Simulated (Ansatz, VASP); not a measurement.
## Ga2O3 in VASP and in Ansatz

```
Ga O
1.0
     2.47496    1.42892    4.43523
    -2.47496    1.42892    4.43523
     0.00000   -2.85784    4.43523
Ga O
4 6
Cartesian
  0.0000 0.0000 11.3867
  0.0000 0.0000 8.5718
  0.0000 0.0000 1.9190
  0.0000 0.0000 4.7339
  -0.9763 -1.4289 5.5440
  1.7256 -0.1311 5.5440
  -0.7493 1.5600 5.5440
  0.9763 1.4289 7.7617
  -1.7256 0.1311 7.7617
  0.7493 -1.5600 7.7617
```

Alike in both runs: functional LDA; k mesh 6 × 6 × 6; occupations gaussian, width 0.02 eV; no spin polarisation.

Ansatz relaxed the structure, and its values are those at the end. VASP's run is a single point on that final structure, the one shown.

|  | VASP | Ansatz |
| --- | --- | --- |
| version | VASP 6.6.1 | Ansatz 0.2.0 |
| potentials or method | VASP PAW LDA potentials, release 64 (Ga_d, O), cutoff 520 eV | scalar-relativistic, plane waves, PAW |
| valence electrons in the cell | 88 | 88 |

```csv
,VASP,Ansatz,Ansatz less VASP
gap on the k mesh at the Fermi level (eV),3.06,3.04,-0.013
least direct gap on the mesh (eV),3.33,3.32,-0.014
pressure (GPa),2.1,0.0,-2.12
rms of the force components (eV/Å),0.013,0.001,-0.0120
```

Ansatz warns that its potentials were made for another functional, while VASP's fit it. LDA's correlation is that of Perdew and Zunger in VASP and of Perdew and Wang (1992) in Ansatz.
